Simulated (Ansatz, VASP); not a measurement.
## AlN: VASP beside Ansatz

```
Al N
1.0
     0.00000    1.98132    1.98132
     1.98132    0.00000    1.98132
     1.98132    1.98132    0.00000
Al N
1 1
Cartesian
  0.0000 0.0000 0.0000
  1.9813 1.9813 1.9813
```

Change from the starting cell: volume scaled by 0.94, PAW files.

Alike in both runs: task single point; functional PBEsol; k mesh 17 × 17 × 17; occupations fermi-dirac, width 0.1 eV; no spin polarisation.

|  | VASP | Ansatz |
| --- | --- | --- |
| version | VASP 6.6.1 | Ansatz 0.2.0 |
| potentials or method | VASP PAW PBE potentials, release 64 (Al, N) | PAW with Ansatz's default frozen-core files, scalar-relativistic |
| plane-wave cutoff (eV) | 520 | 420 |
| valence electrons in the cell | 8 | 8 |

```tsv
	VASP	Ansatz	Ansatz less VASP
gap on the k mesh at the Fermi level (eV)	5.06	5.06	-0.001
pressure (GPa)	18.3	18.4	+0.06
```

VASP's potentials were made for PBE, not for PBEsol.
